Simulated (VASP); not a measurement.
# CaO (R-3m) in VASP: further runs, part 2 of 2

VASP 6.6.1.

**5. Single point, PBE (epitaxial 111 strain +4.0%)**

File INCAR:

```
ALGO = Normal ; EDIFF = 1E-6
ENCUT = 520 ; GGA = PE
ISIF = 2 ; ISMEAR = -1
LASPH = T ; LCHARG = T
LELF = T ; LREAL = F
LVHAR = T ; LWAVE = F
NBANDS = 15 ; NELM = 60
PREC = Accurate ; SIGMA = 0.02
```

File KPOINTS:

```
k-points
0
Gamma
  10 10 10
```

File POSCAR:

```
CaO
1.0
   -0.1012932707      2.3921588474      2.3921588474
    2.3921588474     -0.1012932707      2.3921588474
    2.3921588474      2.3921588474     -0.1012932707
Ca O
1 1
Direct
    0.0000000000      0.0000000000      0.0000000000
    0.5000000000      0.5000000000      0.5000000000
```

On the command line:

```bash
cat potpaw_PBE.64/Ca_sv/POTCAR potpaw_PBE.64/O/POTCAR > POTCAR
mpirun -np 1 vasp_std > vasp.out
```

Wall time 45 s (1 thread of Intel Xeon Platinum 8375C at 2.90GHz (Ice Lake), shared host); peak memory 0.18 GiB.

The run converged. Its results:

| Quantity | Value |
| --- | --- |
| Free energy | -12.7667 eV |
| Pressure | -2.9 GPa |
| Band gap on the k mesh | 3.49 eV, indirect (least direct gap 3.90 eV) |

Stress tensor (GPa, compression positive):
```
-2.87  2.77  2.77
 2.77 -2.87  2.77
 2.77  2.77 -2.87
```

Levels at points of the mesh, in eV from the valence-band top:
| k point | band 6 | band 7 | band 8 | band 9 | band 10 | band 11 |
| --- | --- | --- | --- | --- | --- | --- |
| (0.00, 0.00, 0.00) | -0.19 | -0.19 | 0.00 | 4.15 | 5.72 | 5.72 |
| (0.50, 0.00, 0.00) | -2.68 | -1.31 | -1.03 | 6.54 | 7.59 | 8.01 |
| (0.50, 0.50, 0.00) | -1.46 | -0.61 | -0.41 | 3.49 | 7.49 | 8.43 |
| (0.50, 0.50, 0.50) | -2.63 | -1.44 | -1.44 | 6.77 | 7.99 | 8.16 |

Caveat: the cell differs from its parent crystal (epitaxial 111 strain +4.0%). A k mesh can miss the band edges.

**6. Single point, r2SCAN (epitaxial 111 strain -4.0%)**

File POSCAR:

```
CaO
1.0
    0.1006070092      2.4022551182      2.4022551182
    2.4022551182      0.1006070092      2.4022551182
    2.4022551182      2.4022551182      0.1006070092
Ca O
1 1
Direct
    0.0000000000      0.0000000000      0.0000000000
    0.5000000000      0.5000000000      0.5000000000
```

File INCAR.step1:

```
  ALGO = Normal
  EDIFF = 1E-4
  ENCUT = 520
  GGA = PE
  ISMEAR = 0
  LASPH = True
  LCHARG = False
  LREAL = False
  LWAVE = True
  NBANDS = 15
  NELM = 60
  PREC = Accurate
  SIGMA = 0.01
```

File INCAR.step2:

```
  ALGO = Normal
  EDIFF = 1E-6
  ENCUT = 520
  ISIF = 2
  ISMEAR = 0
  ISTART = 1
  LASPH = True
  LCHARG = False
  LMIXTAU = True
  LREAL = False
  LWAVE = False
  METAGGA = R2SCAN
  NBANDS = 15
  NELM = 60
  PREC = Accurate
  SIGMA = 0.01
```

KPOINTS is that of step 5.

Potentials or basis: VASP PAW PBE potentials, release 64 (Ca_sv, O).

On the command line:

```bash
cat potpaw_PBE.64/Ca_sv/POTCAR potpaw_PBE.64/O/POTCAR > POTCAR
cp INCAR.step1 INCAR
mpirun -np 1 vasp_std > vasp.out
cp INCAR.step2 INCAR
mpirun -np 1 vasp_std > vasp.out
```

OUTCAR:

```text
EDIFF = 1E-6
   ENCUT = 520
   ISIF = 2
   ISMEAR = 0
   ISTART = 1
   LASPH = True
   LREAL = False
   METAGGA = R2SCAN
   NELM = 60
   PREC = Accurate

 ion  position               nearest neighbor table
   1  0.000  0.000  0.000-   2 2.35   2 2.35   2 2.35   2 2.35   2 2.35   2 2.35
   2  0.500  0.500  0.500-   1 2.35   1 2.35   1 2.35   1 2.35   1 2.35   1 2.35

  LATTYP: Found a trigonal (rhomboedric) cell.
 ALAT       =     3.3987911198
 COS(alpha) =     0.5414054350

  Lattice vectors:

 A1 = (   0.1006070092,   2.4022551182,   2.4022551182)
 A2 = (   2.4022551182,   0.1006070092,   2.4022551182)
 A3 = (   2.4022551182,   2.4022551182,   0.1006070092)

Analysis of symmetry for initial positions (statically):
=====================================================================
 Subroutine PRICEL returns:
 Original cell was already a primitive cell.

 Routine SETGRP: Setting up the symmetry group for a
 trigonal (rhombohedral) supercell.

 Subroutine GETGRP returns: Found 12 space group operations
 (whereof 12 operations were pure point group operations)
 out of a pool of 12 trial point group operations.

The static configuration has the point symmetry D_3d.

Analysis of symmetry for dynamics (positions and initial velocities):
=====================================================================
 Subroutine PRICEL returns:
 Original cell was already a primitive cell.

 Routine SETGRP: Setting up the symmetry group for a
 trigonal (rhombohedral) supercell.

 Subroutine GETGRP returns: Found 12 space group operations
 (whereof 12 operations were pure point group operations)
 out of a pool of 12 trial point group operations.

The dynamic configuration has the point symmetry D_3d.

 Subroutine INISYM returns: Found 12 space group operations
 (whereof 12 operations are pure point group operations),
 and found     1 'primitive' translations

----------------------------------------------------------------------------------------

                                     Primitive cell

  volume of cell :      25.9853
[... 114 lines left out ...]
   METAGGA = R2SCAN    functional components
   LHFCALC =     F    Hartree Fock is set to
   AEXX    =    0.0000 exact exchange contribution
   IVDW    =     0    specifies the selected vdW correction
   LEPSILON=     F    determine dielectric tensor
   LRPA    =     F    only Hartree local field effects (RPA)
 non-spin polarized calculation
 Gauss-broadening in eV      SIGMA  =   0.01
  energy-cutoff  :      520.00
  volume of cell :       25.99
 maximum number of plane-waves:       710
 NGX is ok and might be reduce to    28
   NGX = 13   NGY = 13   NGZ = 13

 number of electron      16.0000003 magnetization

 Free energy of the ion-electron system (eV)
  ---------------------------------------------------
  ext. energy  EPLUGINS =         0.00000000
  ---------------------------------------------------
  free energy    TOTEN  =       -19.36557921 eV

  energy without entropy =      -19.36557921  energy(sigma->0) =      -19.36557921

 E-fermi :   2.6652     XC(G=0): -11.4305

 val. band max:        2.5039340180   @ k =   0.0000   0.0000   0.0000
 cond. band min:       6.5489210503   @ k =   0.5000   0.5000   0.0000
 fundamental gap:      4.0449870322
 Fermi energy:         2.6651646932

 k-point     1 :       0.0000    0.0000    0.0000
  band No.  band energies     occupation
      1     -36.4144      2.00000
      2     -16.2593      2.00000
      3     -16.2413      2.00000
      4     -16.2413      2.00000
      5     -14.1878      2.00000
      6       2.2698      2.00000
      7       2.5039      2.00000
      8       2.5039      2.00000
      9       8.2318      0.00000
     10       9.1589      0.00000
     11       9.5904      0.00000
     12       9.5904      0.00000
     13      11.1620      0.00000
     14      11.1620      0.00000
[... 401 lines left out ...]
      2     -17.1324      2.00000
      3     -16.5011      2.00000
      4     -16.4585      2.00000
      5     -13.5211      2.00000
      6       0.7027      2.00000
      7       1.8391      2.00000
      8       1.9534      2.00000
      9       7.3010      0.00000
     10      11.2985      0.00000
     11      12.2110      0.00000
     12      12.3006      0.00000
     13      12.5734      0.00000
     14      14.7088      0.00000
     15      20.1231      0.00000

 [... further k-points ...]
[... 5 lines left out ...]
  --------------------------------------------------------------------------------------
  -------------------------------------------------------------------------------------
  Total        1.4628032      1.4628032      1.4628032     -0.6072167     -0.6072167     -0.6072167
  in kB       90.1922552     90.1922552     90.1922552    -37.4392393    -37.4392393    -37.4392393
  external PRESSURE =      90.1922552 kB  Pullay stress =       0.0000000 kB

 VOLUME and BASIS-vectors are now :
 -----------------------------------------------------------------------------
  energy-cutoff  :      520.00
  volume of cell :       25.99
      direct lattice vectors                 reciprocal lattice vectors
     0.100607009  2.402255118  2.402255118    -0.221691278  0.212780002  0.212780002
     2.402255118  0.100607009  2.402255118     0.212780002 -0.221691278  0.212780002
     2.402255118  2.402255118  0.100607009     0.212780002  0.212780002 -0.221691278

 POSITION                                       TOTAL-FORCE (eV/Angst)
 -----------------------------------------------------------------------------------
      0.00000      0.00000      0.00000         0.000000      0.000000     -0.000000
      2.45256      2.45256      2.45256        -0.000000     -0.000000      0.000000
 -----------------------------------------------------------------------------------
    total drift:                                0.000000      0.000000      0.000000

  FREE ENERGIE OF THE ION-ELECTRON SYSTEM (eV)
  ---------------------------------------------------
  free  energy   TOTEN  =       -19.3655792106 eV

  energy  without entropy=      -19.3655792106  energy(sigma->0) =      -19.36557921
```

OUTCAR.step1:

```text
EDIFF = 1E-4
   ENCUT = 520
   GGA = PE
   ISMEAR = 0
   LASPH = True
[... 654 lines left out ...]
 -----------------------------------------------------------------------------------
      0.00000      0.00000      0.00000        -0.000000      0.000000     -0.000000
      2.45256      2.45256      2.45256         0.000000     -0.000000      0.000000
 -----------------------------------------------------------------------------------
    total drift:                                0.000000      0.000000      0.000000

  FREE ENERGIE OF THE ION-ELECTRON SYSTEM (eV)
  ---------------------------------------------------
  free  energy   TOTEN  =       -12.6925891975 eV

  energy  without entropy=      -12.6925891975  energy(sigma->0) =      -12.69258920
```

Run time: 2.5 min. Hardware: 1 thread of Intel Xeon Platinum 8375C at 2.90GHz (Ice Lake), shared host; peak memory 0.19 GiB.

What came out:

* Free energy: -19.3656 eV
* Pressure: 9.0 GPa
* Band gap on the k mesh: 4.04 eV, indirect (least direct gap 4.39 eV)

Stress tensor (GPa, compression positive):
```
 9.02 -3.74 -3.74
-3.74  9.02 -3.74
-3.74 -3.74  9.02
```

Caveat: the cell differs from its parent crystal (epitaxial 111 strain -4.0%); the PAW data sets were made with another functional, which shifts forces and pressure a little. A k mesh can miss the band edges.

**7. The runs side by side**

| level | cell | smearing | gap on the mesh (eV) | pressure (GPa) |
| --- | --- | --- | --- | --- |
| PBE | a = 3.389 Å, angles 60.7°, 2 atoms | fermi-dirac 0.02 eV | 3.60 | 1.4 |
| PBE | a = 3.387 Å, angles 61.4°, 2 atoms | fermi-dirac 0.02 eV | 3.57 | -0.1 |
| PBE | a = 3.386 Å, angles 62.1°, 2 atoms | fermi-dirac 0.02 eV | 3.53 | -1.6 |
| PBE | a = 3.385 Å, angles 62.8°, 2 atoms | fermi-dirac 0.02 eV | 3.49 | -2.9 |
| r2SCAN | a = 3.399 Å, angles 57.2°, 2 atoms | gaussian 0.01 eV | 4.04 | 9.0 |

Alike in all rows: task single point; potentials or basis VASP PAW PBE potentials, release 64 (Ca_sv, O); no spin polarisation; k mesh 10 × 10 × 10; cutoff (eV) 520.

Caveats: the PAW data sets were made with another functional, which shifts forces and pressure a little (some runs).

Absolute energies hang on the potentials; compare differences alone.
